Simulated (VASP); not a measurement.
AlRu, 2 atoms in the cell. The structure is cubic, space group Pm-3m (No. 221). The conventional cell has a = 2.834 Å, b = 2.834 Å, c = 2.834 Å, α = 90.00°, β = 90.00°, γ = 90.00°. Within 3.2 Å of Al (site symmetry m-3m) lie 8 Ru at 2.45 Å and 6 Al at 2.83 Å. Ru (site symmetry m-3m) has 8 Al at 2.45 Å and 6 Ru at 2.83 Å within 3.2 Å. 

```yaml
Program: VASP 6.6.1
Task: relaxation of cell and atoms
Functional: PBE
Potentials_or_basis: VASP PAW PBE potentials, release 64 (Al, Ru_pv)
Cutoff: 600 eV
k_mesh: 14 × 14 × 14
Occupations: gaussian, width 0.1 eV
Spin: no spin polarisation
Target_pressure: 50 GPa
Dipole_correction: no
Further_INCAR_settings: ALGO = Normal; EDIFF = 1e-07; IBRION = 2; EDIFFG = -0.008; NSW = 70; ISIF = 3
```

Potentials or basis: VASP PAW PBE potentials, release 64 (Al, Ru_pv).

Run with:

```console
$ cat potpaw_PBE.64/Al/POTCAR potpaw_PBE.64/Ru_pv/POTCAR > POTCAR
$ mpirun -np 1 vasp_std > vasp.out
```

Hardware: 1 thread of Intel Xeon 8259CL, with other jobs on the host.

Q: How long does it take, and how much memory?

A: Run time: 74 s on 1 thread of Intel Xeon 8259CL, on a shared host, peak memory 0.18 GiB. Counts: scf iterations 30, k points 120, ion steps 3.
